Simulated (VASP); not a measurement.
Set up this calculation in VASP 6.6.1, as the native input.

| Item | Value |
| --- | --- |
| Task | relaxation of cell and atoms |
| Functional | PBE |
| Potentials or basis | VASP PAW PBE potentials, release 64 (Si, Ge_d) |
| Cutoff | 600 eV |
| k mesh | 12 × 12 × 8 |
| Occupations | gaussian, width 0.1 eV |
| Spin | no spin polarisation |
| Dipole correction | no |
| Further INCAR settings | ALGO = Normal; EDIFF = 1e-07; IBRION = 2; EDIFFG = -0.01; NSW = 100; ISIF = 3 |

The structure of Si5Ge lies in POSCAR:

```
Si5Ge
1.0
    4.5028541705      0.0000000000      0.0000000000
   -2.2514270853      3.8995861012      0.0000000000
    0.0000000000      0.0000000000      5.3479582991
Si Ge
5 1
Direct
    0.0000000000      0.0000000000      0.0000000000
    0.3333333333      0.6666666667      0.2352157007
    0.6666666667      0.3333333333      0.2352157007
    0.6666666667      0.3333333333      0.7647842993
    0.3333333333      0.6666666667      0.7647842993
    0.0000000000      0.0000000000      0.5000000000
```

The cell was generated, and may not be a known phase.

One way to write it, as run:

INCAR

```
SYSTEM = Si5Ge
ALGO = Normal ; EDIFF = 1E-7
EDIFFG = -0.01 ; ENCUT = 600
GGA = PE ; IBRION = 2
ISIF = 3 ; ISMEAR = 0
LASPH = .True. ; LCHARG = .False.
LREAL = .False. ; LWAVE = .False.
NELM = 60 ; NSW = 100
PREC = Accurate ; SIGMA = 0.1
```

KPOINTS

```
k-points
0
Gamma
  12 12 8
  0 0 0
```

Potentials or basis: VASP PAW PBE potentials, release 64 (Si, Ge_d).

Command:

```bash
$ cat potpaw_PBE.64/Si/POTCAR potpaw_PBE.64/Ge_d/POTCAR > POTCAR
$ mpirun -np 1 vasp_std > vasp.out
```

It gave:

```json
{
 "Relaxed volume": "15.58 Å³/atom",
 "Relaxed cell": "a = 4.472 Å, b = 4.472 Å, c = 5.398 Å, α = 90.00°, β = 90.00°, γ = 120.00°",
 "Space group after relaxing (to 0.1 Å)": "P6/mmm (No. 191)",
 "Energy gained by relaxing": "1.6 meV/atom",
 "Ionic steps": "9",
 "Pressure after relaxing": "0.1 GPa",
 "Largest force after relaxing": "0.009 eV/Å"
}
```

Caveat: the highest band is partly filled, so the run has too few bands.

It took 19 min on 1 thread of Intel Xeon 8259CL, on a shared host, peak memory 0.39 GiB.
